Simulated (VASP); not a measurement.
The system is Al5InAs6.

```
Al In As
1.0
     0.00420    0.04992    6.81687
     7.17648    0.11388    0.00442
    -3.48962    6.00825    0.04335
Al In As
5 1 6
Cartesian
  1.2887 2.2751 0.0185
  4.6441 3.9048 -0.2343
  4.7994 0.0657 0.1037
  3.5672 1.8895 3.8350
  0.2522 4.2112 3.4977
  -0.1417 -0.0544 3.2035
  1.4276 2.2136 2.4255
  4.9008 3.6807 2.2324
  1.0400 6.1732 2.7372
  3.6196 2.2560 6.0517
  0.2166 4.1980 6.0081
  0.0184 0.1735 6.1937
```

```yaml
Program: VASP 6.6.1
Task: relaxation of cell and atoms
Functional: PBE
Potentials_or_basis: VASP PAW PBE potentials, release 64 (Al, In_d, As)
Cutoff: 600 eV
k_mesh: 2 × 3 × 3
Occupations: gaussian, width 0.1 eV
Spin: no spin polarisation
```

At the start: pressure 2.4 GPa; volume 24.72 Å³/atom.

Q: How do energy, volume and symmetry change on relaxing?

A: Over 24 steps the energy falls by 317.9 meV/atom and the volume is 24.39 Å³/atom (-1.3 %); space group P31m (No. 157, to 0.05 Å).

Step by step:
| step | energy change (eV) | largest force (eV/Å) | pressure (GPa) | volume (Å³) |
| --- | --- | --- | --- | --- |
| 1 | 0.0000 | 7.2604 | 2.40 | 296.62 |
| 2 | -2.2973 | 1.7664 | -2.85 | 312.61 |
| 3 | -2.3073 | 1.9166 | -2.53 | 310.23 |
| 4 | -3.2179 | 1.3106 | -0.42 | 295.28 |
| 5 | -3.3505 | 1.2310 | 1.27 | 287.49 |
| 6 | -3.6119 | 0.5208 | 0.17 | 291.71 |
| 7 | -3.6320 | 0.4898 | -0.14 | 293.26 |
| 8 | -3.7164 | 0.4020 | -0.13 | 293.12 |
| 9 | -3.7294 | 0.4093 | -0.08 | 293.03 |
| 10 | -3.7653 | 0.2447 | 0.07 | 292.33 |
| 11 | -3.7706 | 0.3009 | 0.16 | 291.95 |
| 12 | -3.7923 | 0.1909 | -0.07 | 293.01 |
| 13 | -3.7953 | 0.2180 | -0.19 | 293.57 |
| 14 | -3.8058 | 0.0929 | 0.10 | 292.26 |
| 15 | -3.8058 | 0.0975 | 0.11 | 292.19 |
| 16 | -3.8093 | 0.0742 | -0.04 | 292.88 |
| 17 | -3.8093 | 0.0730 | -0.03 | 292.87 |
| 18 | -3.8108 | 0.0470 | -0.01 | 292.76 |
| 19 | -3.8110 | 0.0623 | 0.01 | 292.71 |
| 20 | -3.8124 | 0.0423 | 0.01 | 292.71 |
| 21 | -3.8129 | 0.0585 | 0.01 | 292.72 |
| 22 | -3.8139 | 0.0413 | -0.01 | 292.79 |
| 23 | -3.8142 | 0.0429 | -0.02 | 292.87 |
| 24 | -3.8148 | 0.0249 | 0.01 | 292.73 |

Final structure:
```yaml
crystal:
  lattice:
    - [-0.00053, 0.00090, 6.72932]
    - [7.08801, 0.00520, 0.00094]
    - [-3.54454, 6.13456, -0.00043]
  atoms:
    - { symbol: Al, position: [0.00011, 0.33895, 0.33986] }
    - { symbol: Al, position: [0.00045, 0.00013, 0.66245] }
    - { symbol: Al, position: [0.00007, 0.66221, 0.00057] }
    - { symbol: Al, position: [0.50023, 0.66650, 0.33262] }
    - { symbol: Al, position: [0.50018, 0.33286, 0.66540] }
    - { symbol: In, position: [0.50397, 0.99928, 0.99889] }
    - { symbol: As, position: [0.36970, 0.35127, 0.35051] }
    - { symbol: As, position: [0.36979, 0.99977, 0.64751] }
    - { symbol: As, position: [0.36966, 0.64758, 0.99899] }
    - { symbol: As, position: [0.87127, 0.66730, 0.33433] }
    - { symbol: As, position: [0.87120, 0.33344, 0.66776] }
    - { symbol: As, position: [0.89938, 0.00071, 0.00112] }
```

Caveat: the k points lie up to 0.47 Å⁻¹ apart in the final cell.
